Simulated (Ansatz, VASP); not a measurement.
# One calculation of SnSe2, two programs

```
CELL_PARAMETERS angstrom
6.56683 0.00000 0.00000
0.00000 6.56683 0.00000
0.00000 0.00000 3.99335
ATOMIC_POSITIONS crystal
Sn 0.00000 0.00000 0.00000
Sn 0.50000 0.50000 0.50000
Se 0.30730 0.30730 0.00000
Se 0.19270 0.80730 0.50000
Se 0.80730 0.19270 0.50000
Se 0.69270 0.69270 0.00000
```

Alike in both runs: task single point; functional r2SCAN; k mesh 4 × 4 × 6; occupations fermi-dirac, width 0.02 eV; no spin polarisation.

|  | VASP | Ansatz |
| --- | --- | --- |
| version | VASP 6.6.1 | Ansatz 0.2.0 |
| potentials or method | VASP PAW PBE potentials, release 64 (Sn_d, Se) | plane waves, PAW |
| plane-wave cutoff (eV) | 520 | 500 |
| valence electrons in the cell | 52 | 92 |

```tsv
	VASP	Ansatz	Ansatz less VASP
pressure (GPa)	-1.6	-1.6	-0.01
traceless stress, the component that is largest in VASP (GPa)	-0.33	-0.36	-0.022
rms of the force components (eV/Å)	0.051	0.053	+0.0019
```

VASP's potentials were made for PBE, not for r2SCAN. Atom by atom the forces differ by 0.002 eV/Å (rms over components). VASP's potentials hold 52 valence electrons a cell and Ansatz's 92, so a difference there can come from the potentials and not from the codes.
